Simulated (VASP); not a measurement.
Input of a VASP 6.6.1 run:

File POSCAR:

```
KF
1.0
    0.0000000000      2.7070099531      2.7070099531
    2.7070099531      0.0000000000      2.7070099531
    2.7070099531      2.7070099531      0.0000000000
K F
1 1
Direct
    0.0000000000      0.0000000000      0.0000000000
    0.5000000000      0.5000000000      0.5000000000
```

File INCAR.step1:

```
SYSTEM = KF
PREC = Accurate
ENCUT = 520
EDIFF = 1E-5
ISMEAR = -1
SIGMA = 0.05
LREAL = .False.
LASPH = .True.
NELM = 60
ALGO = Normal
ISIF = 2
LWAVE = .True.
LCHARG = .False.
GGA = PE
NBANDS = 15
```

Contents of INCAR.step2:

```
SYSTEM = KF
PREC = Accurate
ENCUT = 520
EDIFF = 1E-6
ISMEAR = -1
SIGMA = 0.05
LREAL = .False.
LASPH = .True.
NELM = 60
ALGO = Normal
ISIF = 2
LWAVE = .False.
LCHARG = .False.
GGA = PE
LHFCALC = .True.
HFSCREEN = 0.2079
PRECFOCK = Normal
ISTART = 1
NBANDS = 15
```

Contents of KPOINTS:

```
regular mesh
0
Gamma
  6 6 6
  0 0 0
```

Potentials or basis: VASP PAW PBE potentials, release 64 (K_sv, F).

Launch:

```bash
$ cat potpaw_PBE.64/K_sv/POTCAR potpaw_PBE.64/F/POTCAR > POTCAR
$ cp INCAR.step1 INCAR
$ mpirun -np 1 vasp_std > vasp.out
$ cp INCAR.step2 INCAR
$ mpirun -np 1 vasp_std > vasp.out
```

Problem. Predict the band gap on the k mesh.

Solution. 7.94 eV.

Problem. What does it give for the pressure?

Solution. -0.7 GPa.

Caveat: the PAW data sets were made with another functional, which shifts forces and pressure a little.
